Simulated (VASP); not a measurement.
Set up this calculation in VASP 6.6.1, as the native input.

```yaml
Task: single point
Functional: PBE
Dispersion: D3(BJ)
Potentials_or_basis: VASP PAW PBE potentials, release 64 (Nb_sv, H)
Cutoff: 520 eV
k_mesh: 3 × 3 × 3
Occupations: fermi-dirac, width 0.15 eV
Spin: no spin polarisation
Dipole_correction: no
Further_INCAR_settings: LREAL = Auto; ALGO = Normal; EDIFF = 1e-06; NBANDS = 118
```

The structure of Nb16H (a cell with a defect) lies in POSCAR:

```
Nb16H
1.0
    6.6000000000      0.0000000000      0.0000000000
    0.0000000000      6.6000000000      0.0000000000
    0.0000000000      0.0000000000      6.6000000000
Nb H
16 1
Direct
    0.0010940909     -0.0006922727      0.0002290909
    0.4989753030      0.0008913636      0.0002319697
   -0.0016401515      0.5010821212      0.0002227273
    0.0032187879     -0.0027636364      0.5002290909
    0.2502122727      0.2520936364      0.2497413636
    0.4909842424      0.5075937879      0.0002271212
    0.5010607576     -0.0010907576      0.5002321212
    0.7519109091      0.2442810606      0.2620415152
    0.0006339394      0.4991440909      0.5002227273
    0.2486468182      0.7523719697      0.2491733333
    0.2502122727      0.2521000000      0.7507145455
    0.4999189394      0.5005837879      0.5002262121
    0.7493427273      0.7503246970      0.2504159091
    0.7519119697      0.2442872727      0.7384184848
    0.2486472727      0.7523763636      0.7512775758
    0.7493440909      0.7503286364      0.7500404545
    0.7233454545      0.3405781818      0.0002310606
```

The input as run:

INCAR

```
SYSTEM = Nb16H
ALGO = Normal
EDIFF = 1E-6
ENCUT = 520
GGA = PE
ISIF = 2
ISMEAR = -1
IVDW = 12
LASPH = .TRUE.
LCHARG = .FALSE.
LREAL = Auto
LWAVE = .FALSE.
NBANDS = 118
NELM = 80
PREC = Accurate
SIGMA = 0.15
```

KPOINTS

```
k-points
0
G
  3 3 3
  0 0 0
```

Potentials or basis: VASP PAW PBE potentials, release 64 (Nb_sv, H).

The run is started by

```bash
$ cat potpaw_PBE.64/Nb_sv/POTCAR potpaw_PBE.64/H/POTCAR > POTCAR
$ mpirun -np 1 vasp_std > vasp.out
```

Results of the run:

```json
{
  "Pressure": "-3.8 GPa",
  "Largest force": "0.482 eV/Å",
  "Band gap on the k mesh": "zero (an odd number of electrons rules out a gap without spin polarisation)",
  "Dispersion energy per atom": "-0.707 eV"
}
```

Wall time 16 min on 1 thread of Intel(R) Xeon(R) Platinum 8259CL CPU @ 2.50GHz (Skylake/Cascade Lake), on a shared host, peak memory 0.54 GiB.
